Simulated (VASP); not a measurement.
The system is Mg.

```
Mg
1.0
     3.21000    0.00000    0.00000
    -1.60500    2.77994    0.00000
     0.00000    0.00000    5.21304
Mg
2
Cartesian
  0.0000 1.8533 3.9098
  1.6050 0.9266 1.3033
```

| Item | Value |
| --- | --- |
| Program | VASP 6.6.1 |
| Task | relaxation of cell and atoms |
| Functional | PBEsol |
| Potentials or basis | VASP PAW PBE potentials, release 64 (Mg) |
| Cutoff | 600 eV |
| k mesh | 12 × 12 × 8 |
| Occupations | gaussian, width 0.05 eV |
| Spin | no spin polarisation |

At the start: pressure -1.2 GPa; volume 23.26 Å³/atom.

Task: Where does the relaxation end?

Result: Over 7 steps the energy falls by 4.3 meV/atom and the volume is 22.46 Å³/atom (-3.4 %); space group P6_3/mmc (No. 194, to 0.1 Å) before and after.

The path:
```tsv
step	energy change (eV)	largest force (eV/Å)	pressure (GPa)	volume (Å³)
1	0.0000	0.0000	-1.25	46.52
2	-0.0074	0.0000	-0.34	45.31
3	-0.0082	0.0000	0.08	44.80
4	-0.0082	0.0000	0.11	44.77
5	-0.0085	0.0000	0.09	44.81
6	-0.0086	0.0000	0.08	44.83
7	-0.0086	0.0000	0.01	44.92
```

Final structure:
```
Mg
1.0
     3.19065    0.00000    0.00000
    -1.59533    2.76319    0.00000
     0.00000    0.00000    5.09471
Mg
2
Direct
  0.33333 0.66667 0.75000
  0.66667 0.33333 0.25000
```

Caveat: the PAW data sets were made with another functional, which shifts forces and pressure a little.
